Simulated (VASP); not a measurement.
Input of a VASP 6.6.1 run:

INCAR

```
SYSTEM = BiB
PREC = Accurate
ENCUT = 600
EDIFF = 1E-7
ISMEAR = -1
SIGMA = 0.02
LREAL = .FALSE.
LASPH = .TRUE.
NELM = 60
ALGO = Normal
ISIF = 3
LWAVE = .FALSE.
LCHARG = .FALSE.
GGA = PE
IBRION = 2
NSW = 80
EDIFFG = -0.005
```

The input KPOINTS:

```
Automatic mesh
0
G
  6 6 6
  0 0 0
```

File POSCAR:

```
BiB
1.0
    4.0116264659      0.0000000000      0.0000000000
   -2.0058132330      3.4741704300      0.0000000000
    0.0000000000      0.0000000000      5.0142666000
B Bi
2 2
Direct
    0.3333333333      0.6666666667      0.2500000000
    0.6666666667      0.3333333333      0.7500000000
    0.6666666667      0.3333333333      0.2500000000
    0.3333333333      0.6666666667      0.7500000000
```

Potentials or basis: VASP PAW PBE potentials, release 64 (B, Bi_d).

Command:

```console
$ cat potpaw_PBE.64/B/POTCAR potpaw_PBE.64/Bi_d/POTCAR > POTCAR
$ mpirun -np 1 vasp_std > vasp.out
```

Q: Predict the relaxed volume.

A: 21.24 Å³/atom.

Q: Estimate the space group after relaxing (to 0.1 Å).

A: P6_3/mmc (No. 194).

Q: Predict the relaxed cell.

A: a = 4.198 Å, b = 4.198 Å, c = 5.566 Å, α = 90.00°, β = 90.00°, γ = 120.00°.

Final structure:
```
B Bi
1.0
     4.19841    0.00000    0.00000
    -2.09921    3.63593    0.00000
     0.00000    0.00000    5.56607
B Bi
2 2
Direct
  0.33333 0.66667 0.25000
  0.66667 0.33333 0.75000
  0.66667 0.33333 0.25000
  0.33333 0.66667 0.75000
```

Caveat: the volume moved by over 15 % at a fixed basis, so the end points are rough.
